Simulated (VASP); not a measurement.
# Nb2Si2O (P-3m1) in VASP: relaxation of cell and atoms with PBE

Aim: the relaxation of cell and atoms of Nb2Si2O with PBE.

Program: VASP 6.6.1. These are calculated values, not measurements. Logs are shortened: lines on timing, memory, paths and dates and some standing lists are left out, and cuts for length are marked.

### 1 The cell of the first run

Symmetry: P-3m1, No. 164, trigonal system. The conventional cell has a = 3.514 Å, b = 3.514 Å, c = 6.704 Å, α = 90.00°, β = 90.00°, γ = 120.00°. Within 3.0 Å of Nb (site symmetry 3m) lie 3 O at 2.28 Å and 4 Si at 2.68 to 2.90 Å and 3 Nb at 2.89 Å. Within 3.1 Å of Si (site symmetry 3m) lie 3 Si at 2.33 Å and 4 Nb at 2.68 to 2.90 Å. Within 3.0 Å of O (site symmetry -3m) lie 6 Nb at 2.28 Å.

The cell was generated, and may not be a known phase.

### 2 Relaxation of cell and atoms, PBE

The input, INCAR:

```
PREC     = Accurate       # precision mode
ENCUT    = 600            # plane-wave cutoff, eV
EDIFF    = 1E-6           # SCF threshold, eV
ISMEAR   = 0              # smearing method
SIGMA    = 0.1            # smearing width, eV
LREAL    = F              # projectors in reciprocal space
LASPH    = T              # aspherical terms in the spheres
NELM     = 80             # most SCF steps
ALGO     = Normal         # electronic algorithm
ISIF     = 3              # what is computed and relaxed
LWAVE    = F              # write WAVECAR
LCHARG   = F              # write CHGCAR
GGA      = PE             # functional
IBRION   = 2              # ionic algorithm
NSW      = 100            # ionic steps
EDIFFG   = -0.01          # ionic threshold
```

The input, KPOINTS:

```
regular mesh
0
Gamma
  12 12 6
```

The input, POSCAR:

```
Nb2Si2O
1.0
    3.5136784363      0.0000000000      0.0000000000
   -1.7568392181      3.0429347866      0.0000000000
    0.0000000000      0.0000000000      6.7044386993
Nb Si O
2 2 1
Direct
    0.3333333333      0.6666666667      0.1537968310
    0.6666666667      0.3333333333      0.8462031690
    0.3333333333      0.6666666667      0.5858322642
    0.6666666667      0.3333333333      0.4141677358
    0.0000000000      0.0000000000      0.0000000000
```

Potentials or basis: VASP PAW PBE potentials, release 64 (Nb_sv, Si, O).

Run with:

```console
$ cat potpaw_PBE.64/Nb_sv/POTCAR potpaw_PBE.64/Si/POTCAR potpaw_PBE.64/O/POTCAR > POTCAR
$ mpirun -np 1 vasp_std > vasp.out
```

OUTCAR:

```text
PREC = Accurate
   ENCUT = 600
   EDIFF = 1E-6
   ISMEAR = 0
   LREAL = F
   LASPH = T
   NELM = 80
   ISIF = 3
   GGA = PE
   IBRION = 2
   NSW = 100
   EDIFFG = -0.01

 ion  position               nearest neighbor table
   1  0.333  0.667  0.154-   5 2.28   5 2.28   5 2.28   4 2.68   4 2.68   4 2.68   2 2.89   2 2.89
                             2 2.89   3 2.90
   2  0.667  0.333  0.846-   5 2.28   5 2.28   5 2.28   3 2.68   3 2.68   3 2.68   1 2.89   1 2.89
                             1 2.89   4 2.90
   3  0.333  0.667  0.586-   4 2.33   4 2.33   4 2.33   2 2.68   2 2.68   2 2.68   1 2.90
   4  0.667  0.333  0.414-   3 2.33   3 2.33   3 2.33   1 2.68   1 2.68   1 2.68   2 2.90
   5  0.000  0.000  0.000-   1 2.28   2 2.28   2 2.28   1 2.28   2 2.28   1 2.28

  LATTYP: Found a hexagonal cell.
 ALAT       =     3.5136784363
 C/A-ratio  =     1.9080968338

  Lattice vectors:

 A1 = (   3.5136784363,   0.0000000000,   0.0000000000)
 A2 = (  -1.7568392181,   3.0429347866,   0.0000000000)
 A3 = (   0.0000000000,   0.0000000000,   6.7044386993)

Analysis of symmetry for initial positions (statically):
=====================================================================
 Subroutine PRICEL returns:
 Original cell was already a primitive cell.

 Routine SETGRP: Setting up the symmetry group for a
 hexagonal supercell.

 Subroutine GETGRP returns: Found 12 space group operations
 (whereof 12 operations were pure point group operations)
 out of a pool of 24 trial point group operations.

The static configuration has the point symmetry D_3d.

Analysis of symmetry for dynamics (positions and initial velocities):
=====================================================================
 Subroutine PRICEL returns:
 Original cell was already a primitive cell.

 Routine SETGRP: Setting up the symmetry group for a
 hexagonal supercell.

 Subroutine GETGRP returns: Found 12 space group operations
 (whereof 12 operations were pure point group operations)
 out of a pool of 24 trial point group operations.

The dynamic configuration has the point symmetry D_3d.

 Subroutine INISYM returns: Found 12 space group operations
 (whereof 12 operations are pure point group operations),
 and found     1 'primitive' translations

----------------------------------------------------------------------------------------

                                     Primitive cell

  volume of cell :      71.6832

  direct lattice vectors                    reciprocal lattice vectors
     3.513678436  0.000000000  0.000000000     0.284602026  0.164315056  0.000000000
    -1.756839218  3.042934787  0.000000000     0.000000000  0.328630112  0.000000000
     0.000000000  0.000000000  6.704438699     0.000000000  0.000000000  0.149154917

  length of vectors
     3.513678436  3.513678436  6.704438699     0.328630112  0.328630112  0.149154917

  position of ions in fractional coordinates (direct lattice)
     0.333333333  0.666666667  0.153796831
     0.666666667  0.333333333  0.846203169
     0.333333333  0.666666667  0.585832264
     0.666666667  0.333333333  0.414167736
     0.000000000  0.000000000  0.000000000

  ion indices of the primitive-cell ions
   primitive index   ion index
                 1           1
                 2           2
                 3           3
                 4           4
                 5           5

----------------------------------------------------------------------------------------

 KPOINTS: regular mesh

Automatic generation of k-mesh.
 Grid dimensions read from file:
 generate k-points for:   12   12    6

 Generating k-lattice:

  Cartesian coordinates                     Fractional coordinates (reciprocal lattice)
     0.023716835  0.013692921  0.000000000     0.083333333 -0.000000000  0.000000000
     0.000000000  0.027385843  0.000000000     0.000000000  0.083333333  0.000000000
     0.000000000  0.000000000  0.024859153     0.000000000  0.000000000  0.166666667

  Length of vectors
     0.027385843  0.027385843  0.024859153

  Shift w.r.t. Gamma in fractional coordinates (k-lattice)
     0.000000000  0.000000000  0.000000000

 Subroutine IBZKPT returns following result:
 ===========================================

 Found    100 irreducible k-points:

 Following reciprocal coordinates:
            Coordinates               Weight
  0.000000  0.000000  0.000000      1.000000
  0.083333  0.000000  0.000000      6.000000
  0.166667 -0.000000  0.000000      6.000000
  0.250000 -0.000000  0.000000      6.000000
  0.333333  0.000000  0.000000      6.000000
  0.416667  0.000000  0.000000      6.000000
[... 16 lines left out ...]
  0.166667 -0.000000  0.166667      6.000000
  0.000000  0.166667  0.166667      6.000000
 [... further k-points ...]
   k-points           NKPTS =    100   k-points in BZ     NKDIM =    100   number of bands    NBANDS=     24
   number of dos      NEDOS =    301   number of ions     NIONS =      5
   total plane-waves  NPLWV =  42336
   dimension x,y,z NGX =    28 NGY =   28 NGZ =   54
   dimension x,y,z NGXF=    56 NGYF=   56 NGZF=  108
   ions per type =               2   2   1
   NGX,Y,Z   is equivalent  to a cutoff of  13.25, 13.25, 13.39 a.u.
   NGXF,Y,Z  is equivalent  to a cutoff of  26.50, 26.50, 26.78 a.u.
 SYSTEM =  unknown system
   PREC   = accura    normal or accurate (medium, high low for compatibility)
   ISTART =      0    job   : 0-new  1-cont  2-samecut
   ICHARG =      2    charge: 1-file 2-atom 10-const
   ISPIN  =      1    spin polarized calculation?
   LNONCOLLINEAR =      F non collinear calculations
   LSORBIT =      F    spin-orbit coupling
   LASPH  =      T    aspherical Exc in radial PAW
   ENCUT  =  600.0 eV  44.10 Ry    6.64 a.u.   7.02  7.02 13.39*2*pi/ulx,y,z
   NELM   =     80;   NELMIN=  2; NELMDL= -5     # of ELM steps
   EDIFF  = 0.1E-05   stopping-criterion for ELM
   LREAL  =      F    real-space projection
   EDIFFG = -.1E-01   stopping-criterion for IOM
   NSW    =    100    number of steps for IOM
   IBRION =      2    ionic relax: 0-MD 1-quasi-New 2-CG
   NFREE  =      1    steps in history (QN), initial steepest desc. (CG)
   ISIF   =      3    stress and relaxation
   ISYM   =      2    0-nonsym 1-usesym 2-fastsym
   POTIM  = 0.5000    time-step for ionic-motion
   TEBEG  =    0.0;   TEEND  =   0.0 temperature during run
   PSTRESS=    0.0 pullay stress
   NELECT =      40.0000    total number of electrons
   NUPDOWN=      -1.0000    fix difference up-down
   EMIN   =  10.00;   EMAX   =-10.00  energy-range for DOS
   EFERMI =   0.00;   METHOD = LEGACY
   ISMEAR =     0;   SIGMA  =   0.10  broadening in eV -4-tet -1-fermi 0-gaus
   EFERMI_NEDOS =   21; number of points for ismear=-14 and -15
   IALGO  =     38    algorithm
   IMIX   =      4    mixing-type and parameters
     AMIX     =   0.40;   BMIX     =  1.00
     AMIX_MAG =   1.60;   BMIX_MAG =  1.00
  volume/ion in A,a.u.               =      14.34        96.75
  Fermi-wavevector in a.u.,A,eV,Ry     =   1.347791  2.546955 24.715525  1.816540
  Thomas-Fermi vector in A             =   2.475513
   LORBIT       =      0    0 simple, 1 ext, 2 COOP (PROOUT), +10 PAW based schemes
   GGA     = PE    functional components
   LHFCALC =     F    Hartree Fock is set to
   AEXX    =    0.0000 exact exchange contribution
   IVDW    =     0    specifies the selected vdW correction
   LEPSILON=     F    determine dielectric tensor
   LRPA    =     F    only Hartree local field effects (RPA)
 conjugate gradient relaxation of ions
 non-spin polarized calculation
 Gauss-broadening in eV      SIGMA  =   0.10
  energy-cutoff  :      600.00
  volume of cell :       71.68
 maximum number of plane-waves:      2420
   NGX = 13   NGY = 13   NGZ = 27

--------------------------------------- Ionic step        1  -------------------------------------------

 number of electron      40.0000001 magnetization

 Free energy of the ion-electron system (eV)
  ---------------------------------------------------
  ext. energy  EPLUGINS =         0.00000000
  ---------------------------------------------------
  free energy    TOTEN  =       -38.98304969 eV

  energy without entropy =      -38.96629556  energy(sigma->0) =      -38.97467262

------------------------ aborting loop because EDIFF is reached ----------------------------------------

  FORCE on cell =-STRESS in cart. coord.  units (eV):
  Direction    XX          YY          ZZ          XY          YZ          ZX
  --------------------------------------------------------------------------------------
  -------------------------------------------------------------------------------------
  Total        0.0068853      0.0068853     -0.0554171      0.0000000      0.0000000      0.0000000
  in kB        0.1538920      0.1538920     -1.2386189      0.0000000      0.0000000      0.0000000
  external PRESSURE =      -0.3102783 kB  Pullay stress =       0.0000000 kB
[... 102 lines left out ...]
  energy  without entropy=      -38.9663809683  energy(sigma->0) =      -38.97473438

--------------------------------------- Ionic step        4  -------------------------------------------

 number of electron      40.0000001 magnetization

 Free energy of the ion-electron system (eV)
  ---------------------------------------------------
  ext. energy  EPLUGINS =         0.00000000
  ---------------------------------------------------
  free energy    TOTEN  =       -38.98310378 eV

  energy without entropy =      -38.96641276  energy(sigma->0) =      -38.97475827

 E-fermi :  11.0692     XC(G=0): -11.8527

 val. band max:       11.0598289861   @ k =   0.1667  -0.0000   0.5000
 cond. band min:      11.0705483772   @ k =   0.2500   0.1667   0.3333
 fundamental gap:      0.0107193912
 Fermi energy:        11.0692140232

 k-point     1 :       0.0000    0.0000    0.0000
  band No.  band energies     occupation
      1     -44.7130      2.00000
      2     -44.5694      2.00000
      3     -21.1168      2.00000
      4     -20.7491      2.00000
      5     -20.7491      2.00000
      6     -20.5630      2.00000
[... 637 lines left out ...]
     23      12.0171      0.00000
     24      12.7637      0.00000

 [... further k-points ...]

------------------------ aborting loop because EDIFF is reached ----------------------------------------

  FORCE on cell =-STRESS in cart. coord.  units (eV):
  Direction    XX          YY          ZZ          XY          YZ          ZX
  --------------------------------------------------------------------------------------
  -------------------------------------------------------------------------------------
  Total       -0.0123337     -0.0123337      0.0194761     -0.0000000     -0.0000000      0.0000000
  in kB       -0.2757491     -0.2757491      0.4354357     -0.0000000     -0.0000000      0.0000000
  external PRESSURE =      -0.0386875 kB  Pullay stress =       0.0000000 kB
[... 20 lines left out ...]
  FREE ENERGIE OF THE ION-ELECTRON SYSTEM (eV)
  ---------------------------------------------------
  free  energy   TOTEN  =       -38.9831037817 eV

  energy  without entropy=      -38.9664127595  energy(sigma->0) =      -38.97475827

 reached required accuracy - stopping structural energy minimisation
```

Run time: 3.5 min. Hardware: 1 thread of Intel Xeon 6975P-C (Granite Rapids), shared host; peak memory 0.33 GiB.

What came out:

- Free energy: -38.9831 eV
- Relaxed volume: 14.33 Å³/atom
- Relaxed cell: a = 3.515 Å, b = 3.515 Å, c = 6.697 Å, α = 90.00°, β = 90.00°, γ = 120.00°
- Space group after relaxing (to 0.1 Å): P-3m1 (No. 164)
- Energy gained by relaxing: 0.0 meV/atom
- Ionic steps: 4
- Pressure after relaxing: 0.0 GPa
- Largest force after relaxing: 0.008 eV/Å
- Band gap on the k mesh: zero (bands 20 and 21 overlap by 0.86 eV)

Forces in eV/Å, atoms in the order of the input:
```
Nb   0.000  0.000  0.004
Nb   0.000  0.000 -0.004
Si   0.000  0.000 -0.008
Si   0.000  0.000  0.008
O    0.000  0.000  0.000
```

Final structure:
```
CELL_PARAMETERS angstrom
3.51498 0.00000 0.00000
-1.75749 3.04407 0.00000
0.00000 0.00000 6.69747
ATOMIC_POSITIONS crystal
Nb 0.33333 0.66667 0.15411
Nb 0.66667 0.33333 0.84589
Si 0.33333 0.66667 0.58592
Si 0.66667 0.33333 0.41408
O 0.00000 0.00000 0.00000
```

Levels at points of the mesh, in eV from the Fermi level:
```tsv
k point	band 16	band 17	band 18	band 19	band 20	band 21	band 22	band 23	band 24
(0.00, 0.00, 0.00)	-2.00	-2.00	-1.57	-1.57	-1.21	0.74	0.74	0.76	1.56
(0.50, 0.00, 0.00)	-3.81	-3.22	-3.05	-0.82	-0.23	0.33	1.02	1.37	1.48
(0.00, 0.00, 0.50)	-1.91	-1.67	-1.08	-1.08	-0.64	-0.36	-0.36	1.29	1.29
(0.50, 0.00, 0.50)	-4.32	-3.13	-3.07	-0.65	-0.42	0.58	1.28	1.47	1.52
```
